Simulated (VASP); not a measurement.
# SiO2 (P6_422) in VASP: a series of runs

SiO2 is run at these levels: r2SCAN; tasks: single point.

Program: VASP 6.6.1. These are calculated values, not measurements. Logs are shortened: lines on timing, memory, paths and dates and some standing lists are left out, and cuts for length are marked.

## 1. The cell of the first run

It takes space group P6_422 (No. 181, hexagonal). The conventional cell has a = 4.984 Å, b = 4.984 Å, c = 5.624 Å, α = 90.00°, β = 90.00°, γ = 120.00°. Within 2.1 Å of Si (site symmetry 222) lie 4 O at 1.60 Å. O (site symmetry 2) has 2 Si at 1.60 Å within 2.1 Å.

## 2. Single point, r2SCAN (strain -0.015 along x and y, +0.015 along z)

Input file POSCAR:

```
SiO2
1.0
    4.9837826479      0.0000000000      0.0000000000
   -2.4918913239      4.3160823800      0.0000000000
    0.0000000000      0.0000000000      5.6242018660
Si O
3 6
Direct
    0.0000000000      0.5000000000      0.3333333333
    0.5000000000      0.5000000000      0.6666666667
    0.5000000000      0.0000000000      0.0000000000
    0.5834989535      0.7917494768      0.8333333333
    0.7917494768      0.5834989535      0.5000000000
    0.7917494768      0.2082505232      0.1666666667
    0.4165010465      0.2082505232      0.8333333333
    0.2082505232      0.4165010465      0.5000000000
    0.2082505232      0.7917494768      0.1666666667
```

Input file INCAR.step1:

```
SYSTEM = SiO2
PREC = Accurate
ENCUT = 520
ISMEAR = 0
SIGMA = 0.05
LREAL = .FALSE.
LASPH = .TRUE.
NELM = 80
NBANDS = 34
GGA = PE
ALGO = Normal
EDIFF = 1E-4
LWAVE = .TRUE.
LCHARG = .FALSE.
```

Input file INCAR.step2:

```
SYSTEM = SiO2
PREC = Accurate
ENCUT = 520
EDIFF = 1E-6
ISMEAR = 0
SIGMA = 0.05
LREAL = .FALSE.
LASPH = .TRUE.
NELM = 80
ALGO = Normal
ISIF = 2
LWAVE = .FALSE.
LCHARG = .TRUE.
METAGGA = R2SCAN
LMIXTAU = .TRUE.
LELF = .TRUE.
LVHAR = .TRUE.
NBANDS = 34
ISTART = 1
```

Input file KPOINTS:

```
regular mesh
0
G
  6 6 4
  0 0 0
```

Potentials or basis: VASP PAW PBE potentials, release 64 (Si, O).

On the command line:

```bash
> cat potpaw_PBE.64/Si/POTCAR potpaw_PBE.64/O/POTCAR > POTCAR
> cp INCAR.step1 INCAR
> mpirun -np 1 vasp_std > vasp.out
> cp INCAR.step2 INCAR
> mpirun -np 1 vasp_std > vasp.out
```

OUTCAR:

```text
SYSTEM = SiO2
   PREC = Accurate
   ENCUT = 520
   EDIFF = 1E-6
   ISMEAR = 0
   LREAL = .FALSE.
   LASPH = .TRUE.
   NELM = 80
   ISIF = 2
   METAGGA = R2SCAN
   ISTART = 1

 ion  position               nearest neighbor table
   1  0.000  0.500  0.333-   6 1.60   9 1.60   8 1.60   5 1.60   3 3.12   3 3.12   2 3.12   2 3.12

   2  0.500  0.500  0.667-   4 1.60   7 1.60   5 1.60   8 1.60   3 3.12   3 3.12   1 3.12   1 3.12

   3  0.500  0.000  0.000-   4 1.60   7 1.60   6 1.60   9 1.60   2 3.12   2 3.12   1 3.12   1 3.12

   4  0.583  0.792  0.833-   3 1.60   2 1.60
   5  0.792  0.583  0.500-   1 1.60   2 1.60
   6  0.792  0.208  0.167-   1 1.60   3 1.60
   7  0.417  0.208  0.833-   3 1.60   2 1.60
   8  0.208  0.417  0.500-   1 1.60   2 1.60
   9  0.208  0.792  0.167-   1 1.60   3 1.60

  LATTYP: Found a hexagonal cell.
 ALAT       =     4.9837826479
 C/A-ratio  =     1.1285006316

  Lattice vectors:

 A1 = (   4.9837826479,   0.0000000000,   0.0000000000)
 A2 = (  -2.4918913239,   4.3160823800,   0.0000000000)
 A3 = (   0.0000000000,   0.0000000000,   5.6242018660)

Analysis of symmetry for initial positions (statically):
=====================================================================
 Subroutine PRICEL returns:
 Original cell was already a primitive cell.

 Routine SETGRP: Setting up the symmetry group for a
 hexagonal supercell.

 Subroutine GETGRP returns: Found 12 space group operations
 (whereof  4 operations were pure point group operations)
 out of a pool of 24 trial point group operations.

The static configuration has the point symmetry D_2 .
 The point group associated with its full space group is D_6 .

Analysis of symmetry for dynamics (positions and initial velocities):
=====================================================================
 Subroutine PRICEL returns:
 Original cell was already a primitive cell.

 Routine SETGRP: Setting up the symmetry group for a
 hexagonal supercell.

 Subroutine GETGRP returns: Found 12 space group operations
 (whereof  4 operations were pure point group operations)
 out of a pool of 24 trial point group operations.

The dynamic configuration has the point symmetry D_2 .
 The point group associated with its full space group is D_6 .

 Subroutine INISYM returns: Found 12 space group operations
 (whereof  4 operations are pure point group operations),
 and found     1 'primitive' translations

[... 109 lines left out ...]
   NFREE  =      0    steps in history (QN), initial steepest desc. (CG)
   ISIF   =      2    stress and relaxation
   ISYM   =      2    0-nonsym 1-usesym 2-fastsym
   POTIM  = 0.5000    time-step for ionic-motion
   TEBEG  =    0.0;   TEEND  =   0.0 temperature during run
   PSTRESS=    0.0 pullay stress
   NELECT =      48.0000    total number of electrons
   NUPDOWN=      -1.0000    fix difference up-down
   EMIN   =  10.00;   EMAX   =-10.00  energy-range for DOS
   EFERMI =   0.00;   METHOD = LEGACY
   ISMEAR =     0;   SIGMA  =   0.05  broadening in eV -4-tet -1-fermi 0-gaus
   EFERMI_NEDOS =   21; number of points for ismear=-14 and -15
   IALGO  =     38    algorithm
   IMIX   =      4    mixing-type and parameters
     AMIX     =   0.40;   BMIX     =  1.00
     AMIX_MAG =   1.60;   BMIX_MAG =  1.00
  volume/ion in A,a.u.               =      13.44        90.71
  Fermi-wavevector in a.u.,A,eV,Ry     =   1.202962  2.273269 19.689239  1.447118
  Thomas-Fermi vector in A             =   2.338729
   LORBIT       =      0    0 simple, 1 ext, 2 COOP (PROOUT), +10 PAW based schemes
   METAGGA = R2SCAN    functional components
   LHFCALC =     F    Hartree Fock is set to
   AEXX    =    0.0000 exact exchange contribution
   IVDW    =     0    specifies the selected vdW correction
   LEPSILON=     F    determine dielectric tensor
   LRPA    =     F    only Hartree local field effects (RPA)
 non-spin polarized calculation
 Gauss-broadening in eV      SIGMA  =   0.05
  energy-cutoff  :      520.00
  volume of cell :      120.98
 maximum number of plane-waves:      3308
 NGX is ok and might be reduce to    40
   NGX = 19   NGY = 19   NGZ = 21

 number of electron      47.9999964 magnetization

 Free energy of the ion-electron system (eV)
  ---------------------------------------------------
  ext. energy  EPLUGINS =         0.00000000
  ---------------------------------------------------
  free energy    TOTEN  =       -89.31836375 eV

  energy without entropy =      -89.31836375  energy(sigma->0) =      -89.31836375

 E-fermi :   0.5372     XC(G=0):  -9.2715

 val. band max:        0.2284165330   @ k =   0.0000   0.0000   0.5000
 cond. band min:       6.5561340075   @ k =   0.0000   0.0000   0.0000
 fundamental gap:      6.3277174745
 Fermi energy:         0.5371994087

 k-point     1 :       0.0000    0.0000    0.0000
  band No.  band energies     occupation
      1     -20.3073      2.00000
      2     -18.8706      2.00000
      3     -18.8706      2.00000
      4     -18.2060      2.00000
      5     -18.1630      2.00000
      6     -18.1630      2.00000
[... 766 lines left out ...]
     33      12.6758      0.00000
     34      12.6764      0.00000

------------------------ aborting loop because EDIFF is reached ----------------------------------------

  FORCE on cell =-STRESS in cart. coord.  units (eV):
  Direction    XX          YY          ZZ          XY          YZ          ZX
  --------------------------------------------------------------------------------------
  -------------------------------------------------------------------------------------
  Total        2.8521597      2.8521597      1.2070342      0.0000000      0.0000000      0.0000000
  in kB       37.7724106     37.7724106     15.9852870      0.0000000      0.0000000      0.0000000
  external PRESSURE =      30.5100361 kB  Pullay stress =       0.0000000 kB

 VOLUME and BASIS-vectors are now :
 -----------------------------------------------------------------------------
  energy-cutoff  :      520.00
  volume of cell :      120.98
      direct lattice vectors                 reciprocal lattice vectors
     4.983782648  0.000000000  0.000000000     0.200650805  0.115845796  0.000000000
    -2.491891324  4.316082380  0.000000000     0.000000000  0.231691593  0.000000000
     0.000000000  0.000000000  5.624201866     0.000000000  0.000000000  0.177803006

 POSITION                                       TOTAL-FORCE (eV/Angst)
 -----------------------------------------------------------------------------------
     -1.24595      2.15804      1.87473        -0.000000      0.000000      0.000000
      1.24595      2.15804      3.74947        -0.000000      0.000000      0.000000
      2.49189      0.00000      0.00000         0.000000      0.000000     -0.000000
      0.93508      3.41726      4.68683         0.128438      0.074154     -0.000000
      2.49189      2.51843      2.81210         0.000000      0.148307      0.000000
      3.42697      0.89883      0.93737         0.128438     -0.074154     -0.000000
      1.55681      0.89883      4.68683        -0.128438     -0.074154      0.000000
     -0.00000      1.79765      2.81210        -0.000000     -0.148307      0.000000
     -0.93508      3.41726      0.93737        -0.128438      0.074154     -0.000000
 -----------------------------------------------------------------------------------
    total drift:                                0.000000     -0.000000      0.000001

  FREE ENERGIE OF THE ION-ELECTRON SYSTEM (eV)
  ---------------------------------------------------
  free  energy   TOTEN  =       -89.3183637537 eV

  energy  without entropy=      -89.3183637537  energy(sigma->0) =      -89.31836375
```

OUTCAR.step1:

```text
SYSTEM = SiO2
   PREC = Accurate
   ENCUT = 520
   ISMEAR = 0
   LREAL = .FALSE.
   LASPH = .TRUE.
   NELM = 80
[... 1025 lines left out ...]
      1.55681      0.89883      4.68683        -0.313017     -0.180720     -0.000000
     -0.00000      1.79765      2.81210        -0.000000     -0.361441     -0.000000
     -0.93508      3.41726      0.93737        -0.313017      0.180720      0.000000
 -----------------------------------------------------------------------------------
    total drift:                                0.000000     -0.000000      0.000001

  FREE ENERGIE OF THE ION-ELECTRON SYSTEM (eV)
  ---------------------------------------------------
  free  energy   TOTEN  =       -70.9782096254 eV

  energy  without entropy=      -70.9782096254  energy(sigma->0) =      -70.97820963
```

OSZICAR.step1:

```text
N       E                     dE             d eps       ncg     rms          rms(c)
DAV:   1     0.289708754065E+03    0.28971E+03   -0.24935E+04  1436   0.130E+03
DAV:   2    -0.599105122123E+02   -0.34962E+03   -0.33665E+03  1832   0.303E+02
DAV:   3    -0.808085294378E+02   -0.20898E+02   -0.20794E+02  1840   0.776E+01
DAV:   4    -0.810420666972E+02   -0.23354E+00   -0.23333E+00  1776   0.927E+00
DAV:   5    -0.810454766859E+02   -0.34100E-02   -0.34086E-02  1814   0.110E+00    0.264E+01
DAV:   6    -0.709912653789E+02    0.10054E+02   -0.35684E+01  1628   0.319E+01    0.126E+01
DAV:   7    -0.709764303277E+02    0.14835E-01   -0.10687E+00  1704   0.495E+00    0.449E+00
DAV:   8    -0.709662122260E+02    0.10218E-01   -0.54729E-02  1780   0.165E+00    0.174E+00
DAV:   9    -0.709761260863E+02   -0.99139E-02   -0.30701E-02  1616   0.116E+00    0.334E-01
DAV:  10    -0.709781987729E+02   -0.20727E-02   -0.32046E-03  1562   0.298E-01    0.941E-02
DAV:  11    -0.709782096254E+02   -0.10852E-04   -0.69387E-04  1768   0.159E-01
   1 F= -.70978210E+02 E0= -.70978210E+02  d E =-.183339E-16
```

It took 2.6 min on 1 thread of AMD EPYC 9R45 (Zen 5), shared host; peak memory 0.25 GiB.

Results:

- Free energy: -89.3184 eV
- Pressure: 3.1 GPa
- Largest force: 0.148 eV/Å
- Band gap on the k mesh: 6.33 eV, indirect (least direct gap 6.47 eV)

Forces on the atoms (eV/Å):
```
Si   0.000  0.000  0.000
Si   0.000  0.000  0.000
Si   0.000  0.000  0.000
O    0.128  0.074  0.000
O    0.000  0.148  0.000
O    0.128 -0.074  0.000
O   -0.128 -0.074  0.000
O    0.000 -0.148  0.000
O   -0.128  0.074  0.000
```

Caveat: the cell differs from its parent crystal (strain -0.015 along x and y, +0.015 along z); the PAW data sets were made with another functional, which shifts forces and pressure a little. A k mesh can miss the band edges.

## 3. Single point, r2SCAN (strain -0.015 along x and y, +0.030 along z)

Changes to POSCAR since step 2:

```diff
@@ -4,3 +4,3 @@
    -2.4918913239      4.3160823800      0.0000000000
-    0.0000000000      0.0000000000      5.6242018660
+    0.0000000000      0.0000000000      5.7073181498
 Si O
```

INCAR.step1 is that of step 2.

Changes to INCAR.step2 since step 2:

```diff
@@ -12,7 +12,5 @@
 LWAVE = .FALSE.
-LCHARG = .TRUE.
+LCHARG = .FALSE.
 METAGGA = R2SCAN
 LMIXTAU = .TRUE.
-LELF = .TRUE.
-LVHAR = .TRUE.
 NBANDS = 34
```

Input file KPOINTS:

```
Automatic mesh
0
G
  6 6 4
  0 0 0
```

Potentials or basis: VASP PAW PBE potentials, release 64 (Si, O).

On the command line:

```bash
> cat potpaw_PBE.64/Si/POTCAR potpaw_PBE.64/O/POTCAR > POTCAR
> cp INCAR.step1 INCAR
> mpirun -np 1 vasp_std > vasp.out
> cp INCAR.step2 INCAR
> mpirun -np 1 vasp_std > vasp.out
```

Wall time 2.4 min (1 thread of AMD EPYC 9R45 (Zen 5), shared host); peak memory 0.26 GiB.

The run converged. Its results:

| Item | Value |
| --- | --- |
| Free energy | -89.3170 eV |
| Pressure | 0.0 GPa |
| Largest force | 0.044 eV/Å |
| Band gap on the k mesh | 6.22 eV, indirect (least direct gap 6.34 eV) |

Forces in eV/Å, atoms in the order of the input:
```
Si   0.000  0.000  0.000
Si   0.000  0.000  0.000
Si   0.000  0.000  0.000
O    0.038  0.022  0.000
O    0.000  0.044  0.000
O    0.038 -0.022  0.000
O   -0.038 -0.022  0.000
O    0.000 -0.044  0.000
O   -0.038  0.022  0.000
```

Stress tensor (GPa, compression positive):
```
 1.22  0.00  0.00
 0.00  1.22  0.00
 0.00  0.00 -2.30
```

Levels at points of the mesh, in eV from the valence-band top:
| k point | band 22 | band 23 | band 24 | band 25 | band 26 | band 27 |
| --- | --- | --- | --- | --- | --- | --- |
| (0.00, 0.00, 0.00) | -0.48 | -0.48 | -0.12 | 6.22 | 9.61 | 9.61 |
| (0.50, 0.00, 0.00) | -1.10 | -0.44 | -0.04 | 8.37 | 9.24 | 10.28 |
| (0.00, 0.00, 0.50) | -0.42 | 0.00 | 0.00 | 8.04 | 8.04 | 9.02 |
| (0.50, 0.00, 0.50) | -0.82 | -0.80 | -0.32 | 9.48 | 9.70 | 9.81 |

Caveat: the cell differs from its parent crystal (strain -0.015 along x and y, +0.030 along z); the PAW data sets were made with another functional, which shifts forces and pressure a little. A k mesh can miss the band edges.

## 4. Single point, r2SCAN (strain +0.015 along x and y, -0.030 along z)

Changes to POSCAR since step 3:

```diff
@@ -2,5 +2,5 @@
 1.0
-    4.9837826479      0.0000000000      0.0000000000
-   -2.4918913239      4.3160823800      0.0000000000
-    0.0000000000      0.0000000000      5.7073181498
+    5.1355729823      0.0000000000      0.0000000000
+   -2.5677864911      4.4475366657      0.0000000000
+    0.0000000000      0.0000000000      5.3748530148
 Si O
```

Input file INCAR.step1:

```
SYSTEM = SiO2
  PREC = Accurate
  ENCUT = 520
  ISMEAR = 0
  SIGMA = 0.05
  LREAL = .False.
  LASPH = .True.
  NELM = 100
  NBANDS = 34
  GGA = PE
  ALGO = Normal
  EDIFF = 1E-4
  LWAVE = .True.
  LCHARG = .False.
```

Input file INCAR.step2:

```
SYSTEM = SiO2
  PREC = Accurate
  ENCUT = 520
  EDIFF = 1E-7
  ISMEAR = 0
  SIGMA = 0.05
  LREAL = .False.
  LASPH = .True.
  NELM = 100
  ALGO = Normal
  ISIF = 2
  LWAVE = .False.
  LCHARG = .False.
  METAGGA = R2SCAN
  LMIXTAU = .True.
  NBANDS = 34
  ISTART = 1
```

Input file KPOINTS:

```
regular mesh
0
Gamma
  6 6 4
  0 0 0
```

On the command line:

```bash
> cat potpaw_PBE.64/Si/POTCAR potpaw_PBE.64/O/POTCAR > POTCAR
> cp INCAR.step1 INCAR
> mpirun -np 1 vasp_std > vasp.out
> cp INCAR.step2 INCAR
> mpirun -np 1 vasp_std > vasp.out
```

Wall time 3.3 min (1 thread of AMD EPYC 9R45 (Zen 5), shared host); peak memory 0.24 GiB.

Results (log left out):

```
Free energy            : -89.3170 eV
Pressure               : 0.1 GPa
Largest force          : 0.064 eV/Å
Band gap on the k mesh : 6.28 eV, indirect (least direct gap 6.59 eV)
```

Forces in eV/Å, atoms in the order of the input:
```
Si   0.000  0.000  0.000
Si   0.000  0.000  0.000
Si   0.000  0.000  0.000
O   -0.055 -0.032  0.000
O    0.000 -0.064  0.000
O   -0.055  0.032  0.000
O    0.055  0.032  0.000
O    0.000  0.064  0.000
O    0.055 -0.032  0.000
```

Stress tensor (GPa, compression positive):
```
-0.95  0.00  0.00
 0.00 -0.95  0.00
 0.00  0.00  2.27
```

Levels at points of the mesh, in eV from the valence-band top:
```tsv
k point	band 22	band 23	band 24	band 25	band 26	band 27
(0.00, 0.00, 0.00)	-0.47	-0.47	-0.31	6.28	9.75	9.75
(0.50, 0.00, 0.00)	-0.98	-0.31	0.00	8.35	9.21	10.27
(0.00, 0.00, 0.50)	-0.21	-0.05	-0.05	8.21	8.21	9.40
(0.50, 0.00, 0.50)	-0.70	-0.64	-0.41	9.41	10.02	10.10
```

Caveat: the cell differs from its parent crystal (strain +0.015 along x and y, -0.030 along z); the PAW data sets were made with another functional, which shifts forces and pressure a little.

## 5. Single point, r2SCAN (strain +0.000 along x and y, +0.015 along z)

Changes to POSCAR since step 4:

```diff
@@ -2,5 +2,5 @@
 1.0
-    5.1355729823      0.0000000000      0.0000000000
-   -2.5677864911      4.4475366657      0.0000000000
-    0.0000000000      0.0000000000      5.3748530148
+    5.0596778151      0.0000000000      0.0000000000
+   -2.5298389075      4.3818095228      0.0000000000
+    0.0000000000      0.0000000000      5.6242018660
 Si O
```

Input file INCAR.step1:

```
PREC     = Accurate       # precision mode
ENCUT    = 520            # plane-wave cutoff, eV
ISMEAR   = 0              # smearing method
SIGMA    = 0.05           # smearing width, eV
LREAL    = F              # projectors in reciprocal space
LASPH    = T              # aspherical terms in the spheres
NELM     = 80             # most SCF steps
NBANDS   = 34             # bands
GGA      = PE             # functional
ALGO     = Normal         # electronic algorithm
EDIFF    = 1E-4           # SCF threshold, eV
LWAVE    = T              # write WAVECAR
LCHARG   = F              # write CHGCAR
```

Input file INCAR.step2:

```
PREC     = Accurate       # precision mode
ENCUT    = 520            # plane-wave cutoff, eV
EDIFF    = 1E-6           # SCF threshold, eV
ISMEAR   = 0              # smearing method
SIGMA    = 0.05           # smearing width, eV
LREAL    = F              # projectors in reciprocal space
LASPH    = T              # aspherical terms in the spheres
NELM     = 80             # most SCF steps
ALGO     = Normal         # electronic algorithm
ISIF     = 2              # what is computed and relaxed
LWAVE    = F              # write WAVECAR
LCHARG   = F              # write CHGCAR
METAGGA  = R2SCAN         # meta-GGA
LMIXTAU  = T            
NBANDS   = 34             # bands
ISTART   = 1
```

Input file KPOINTS:

```
Automatic mesh
0
Gamma
  6 6 4
```

On the command line:

```bash
> cat potpaw_PBE.64/Si/POTCAR potpaw_PBE.64/O/POTCAR > POTCAR
> cp INCAR.step1 INCAR
> mpirun -np 1 vasp_std > vasp.out
> cp INCAR.step2 INCAR
> mpirun -np 1 vasp_std > vasp.out
```

Wall time 2.8 min (1 thread of AMD EPYC 9R45 (Zen 5), shared host); peak memory 0.26 GiB.

Results (log left out):

```yaml
Free_energy: -89.3400 eV
Pressure: -2.6 GPa
Largest_force: 0.112 eV/Å
Band_gap_on_the_k_mesh: 6.20 eV, indirect (least direct gap 6.36 eV)
```

Forces in eV/Å, atoms in the order of the input:
```
Si   0.000  0.000  0.000
Si   0.000  0.000  0.000
Si   0.000  0.000  0.000
O   -0.097 -0.056  0.000
O    0.000 -0.112  0.000
O   -0.097  0.056  0.000
O    0.097  0.056  0.000
O    0.000  0.112  0.000
O    0.097 -0.056  0.000
```

Stress tensor (GPa, compression positive):
```
-2.26  0.00  0.00
 0.00 -2.26  0.00
 0.00  0.00 -3.41
```

Levels at points of the mesh, in eV from the valence-band top:
```csv
k point,band 22,band 23,band 24,band 25,band 26,band 27
"(0.00, 0.00, 0.00)",-0.46,-0.46,-0.16,6.20,9.63,9.63
"(0.50, 0.00, 0.00)",-1.02,-0.37,-0.01,8.32,9.17,10.28
"(0.00, 0.00, 0.50)",-0.33,0.00,0.00,8.05,8.05,9.13
"(0.50, 0.00, 0.50)",-0.74,-0.72,-0.32,9.34,9.78,9.80
```

Caveat: the cell differs from its parent crystal (strain +0.000 along x and y, +0.015 along z); the PAW data sets were made with another functional, which shifts forces and pressure a little. A k mesh can miss the band edges.

## 6. Summary

```csv
cell,gap on the mesh (eV),pressure (GPa),largest force (eV/Å)
"a = 4.984, b = 4.984, c = 5.624 Å, angles 90.0, 90.0, 120.0°, 9 atoms",6.33,3.1,0.15
"a = 4.984, b = 4.984, c = 5.707 Å, angles 90.0, 90.0, 120.0°, 9 atoms",6.22,0.0,0.04
"a = 5.136, b = 5.136, c = 5.375 Å, angles 90.0, 90.0, 120.0°, 9 atoms",6.28,0.1,0.06
"a = 5.060, b = 5.060, c = 5.624 Å, angles 90.0, 90.0, 120.0°, 9 atoms",6.20,-2.6,0.11
```

Alike in all rows: task single point; level r2SCAN; potentials or basis VASP PAW PBE potentials, release 64 (Si, O); no spin polarisation; k mesh 6 × 6 × 4; cutoff (eV) 520; smearing gaussian 0.05 eV.

Caveats: the PAW data sets were made with another functional, which shifts forces and pressure a little.

Total energies depend on the potentials used, so only differences within one code and one set of settings carry meaning.
